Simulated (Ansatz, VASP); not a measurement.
**Two plane-wave programs on Hf2O3**

```
Hf O
1.0
     5.04760    0.00000    0.00000
     0.00000    5.04760    0.00000
     0.00000    0.00000    5.04760
Hf O
4 6
Direct
  0.25000 0.25000 0.75000
  0.25000 0.75000 0.25000
  0.75000 0.25000 0.25000
  0.75000 0.75000 0.75000
  0.50000 0.00000 0.00000
  0.50000 0.50000 0.00000
  0.00000 0.50000 0.50000
  0.00000 0.50000 0.00000
  0.00000 0.00000 0.50000
  0.50000 0.00000 0.50000
```

Change from the starting cell: built by hand: cubic vacancy-ordered fluorite, Pn-3m (Pn-3m, No. 224).

Alike in both runs: functional PBE; k mesh 3 × 3 × 3; occupations gaussian, width 0.2 eV; no spin polarisation.

Ansatz relaxed the structure, and its values are those at the end. VASP's run is a single point on that final structure, the one shown.

|  | VASP | Ansatz |
| --- | --- | --- |
| version | VASP 6.6.1 | Ansatz 0.2.0 |
| potentials or method | VASP PAW PBE potentials, release 64 (Hf_pv, O), cutoff 520 eV | scalar-relativistic, plane waves, PAW |
| valence electrons in the cell | 76 | 140 |

|  | VASP | Ansatz | Ansatz less VASP |
| --- | --- | --- | --- |
| gap on the k mesh at the Fermi level (eV) | none | none | - |
| pressure (GPa) | -3.2 | -0.4 | +2.86 |

A gap of «none» marks a metal or a gap that the smearing closes. VASP's potentials hold 76 valence electrons a cell and Ansatz's 140, so a difference there can come from the potentials and not from the codes.

The k mesh is coarse, so the values compare programs but aren't converged. Neither program's run includes spin-orbit coupling.
